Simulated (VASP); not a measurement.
Here is a VASP 6.6.1 calculation.

INCAR

```
PREC = Accurate ; ENCUT = 600
EDIFF = 1E-6 ; ISMEAR = -1
SIGMA = 0.1 ; LREAL = F
LASPH = T ; NELM = 100
ALGO = Normal ; ISIF = 3
LWAVE = F ; LCHARG = F
GGA = PS ; IBRION = 2
NSW = 32 ; EDIFFG = -0.005
PSTRESS = 520.0
```

File KPOINTS:

```
regular mesh
0
Gamma
  15 15 15
```

The input POSCAR:

```
Li
1.0
    0.0000000000      1.9583709853      1.9583709853
    1.9583709853      0.0000000000      1.9583709853
    1.9583709853      1.9583709853      0.0000000000
Li
2
Direct
   -0.1250000000     -0.1250000000     -0.1250000000
    0.1250000000      0.1250000000      0.1250000000
```

Potentials or basis: VASP PAW PBE potentials, release 64 (Li_sv).

Run with:

```sh
$ cat potpaw_PBE.64/Li_sv/POTCAR > POTCAR
$ mpirun -np 1 vasp_std > vasp.out
```

(1) What does it give for the relaxed cell?

(2) Estimate the relaxed volume.

Answers

(1) a = 2.766 Å, b = 2.766 Å, c = 2.766 Å, α = 60.00°, β = 60.00°, γ = 60.00°.

(2) 7.48 Å³/atom.

Caveat: the cutoff is under 1.25 times the usual one of these potentials, so pressure, stress and relaxed cells hold a basis-set (Pulay) error; the cell is relaxed towards a set pressure, so the run minimises the enthalpy, not the energy; atoms lie so close that the PAW spheres overlap strongly, which falsifies energies and pressures; the PAW data sets were made with another functional, which shifts forces and pressure a little.
